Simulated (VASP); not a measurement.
C, 4 atoms in the cell. It takes space group P6_3/mmc (No. 194, hexagonal). The conventional cell has a = 2.464 Å, b = 2.464 Å, c = 7.488 Å, α = 90.00°, β = 90.00°, γ = 120.00°. C (site symmetry -6m2) has 3 C at 1.42 Å within 1.9 Å. C (site symmetry -6m2) has 3 C at 1.42 Å within 1.9 Å. 

| Quantity | Value |
| --- | --- |
| Program | VASP 6.6.1 |
| Task | single point |
| Functional | PBE |
| Potentials or basis | VASP PAW PBE potentials, release 64 (C) |
| Cutoff | 520 eV |
| k mesh | 15 × 15 × 5 |
| Occupations | fermi-dirac, width 0.1 eV |
| Spin | collinear spin, ferromagnetic start |
| Starting moments | [0.2, 0.2, 0.2, 0.2] μB |
| Dipole correction | no |
| Further INCAR settings | ALGO = Normal; EDIFF = 1e-06; NBANDS = 20 |

Potentials or basis: VASP PAW PBE potentials, release 64 (C).

Run with:

```console
$ cat potpaw_PBE.64/C/POTCAR > POTCAR
$ mpirun -np 1 vasp_std > vasp.out
```

Hardware: 1 thread of Intel(R) Xeon(R) 6975P-C (Granite Rapids), with other jobs on the host.

**Question.** Estimate the wall time of this run.

**Answer.** It took 49 s on 1 thread of Intel(R) Xeon(R) 6975P-C (Granite Rapids), with other jobs on the host, peak memory 0.2 GiB. Counts: scf iterations 15, k points 81.
